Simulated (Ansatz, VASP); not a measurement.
## Mn in VASP and in Ansatz

Contents of INCAR:

```
PREC = Accurate ; ENCUT = 600
EDIFF = 1E-6 ; ISMEAR = -1
SIGMA = 0.05 ; LREAL = F
LASPH = T ; NELM = 150
ALGO = Normal ; ISIF = 3
LWAVE = F ; LCHARG = F
ISPIN = 2 ; MAGMOM = 3 -3
LORBIT = 11 ; LMAXMIX = 4
GGA = B5 ; ALDAX = 1.0
AGGAX = 1.0 ; AGGAC = 1.0
ALDAC = 0.0 ; IBRION = 2
NSW = 80 ; EDIFFG = -0.01
```

The input KPOINTS:

```
regular mesh
0
Gamma
  14 14 8
```

POSCAR

```
Mn
1.0
    2.5517868831      0.0000000000      0.0000000000
   -1.2758934415      2.2099122658      0.0000000000
    0.0000000000      0.0000000000      4.1670679801
Mn
2
Direct
    0.3333333333      0.6666666667      0.2500000000
    0.6666666667      0.3333333333      0.7500000000
```

Input for Ansatz:

```yaml
crystal:
  lattice:
    - [2.5517868831, 0.0, 0.0]
    - [-1.2758934415, 2.2099122658, 0.0]
    - [0.0, 0.0, 4.1670679801]
  atoms:
    - { symbol: Mn, position: [0.3333333333, 0.6666666667, 0.25], spin: 3.0 }
    - { symbol: Mn, position: [0.6666666667, 0.3333333333, 0.75], spin: -3.0 }
hamiltonian:
  xc: blyp
  pseudopotentials:
    kind: paw
    azcp:
      Mn: "pseudopotentials/Mn.paw.azcp"
basis:
  ecutwfc: 420
  fft_grid_basis: typed
kpoints:
  mp_grid: { grid: [14, 14, 8], shift: [0, 0, 0] }
magnetization:
  spin_polarized: true
scf:
  occupations: { method: fermi_dirac, width: 0.05 }
relax:
  max_steps: 60
  f_tol: 0.01
  cell: {}
```

Alike in both runs: task relaxation of cell and atoms; functional BLYP; k mesh 14 × 14 × 8; occupations fermi-dirac, width 0.05 eV; collinear spin.

|  | VASP | Ansatz |
| --- | --- | --- |
| version | VASP 6.6.1 | Ansatz 0.2.0 |
| potentials or method | VASP PAW PBE potentials, release 64 (Mn_pv), cutoff 600 eV | plane waves (420 eV) with PAW, scalar-relativistic |
| valence electrons in the cell | 26 | 30 |

Ansatz gave:

```
net moment per atom (μB)                                      : 0.00
size of the moment on the site where the two differ most (μB) : 0.69
relaxed volume (Å³/atom)                                      : 11.20
relaxed cell length with the largest relative difference (Å)  : 2.518
```

Task: Which values does VASP return?

Result: net moment per atom (μB): 0.00; size of the moment on the site where the two differ most (μB): 0.73; relaxed volume (Å³/atom): 11.21; relaxed cell length with the largest relative difference (Å): 2.519.

VASP's potentials were made for PBE, not for BLYP. Site moments also hang on the region over which each program counts them. VASP's potentials hold 26 valence electrons a cell and Ansatz's 30, so a difference there can come from the potentials and not from the codes.
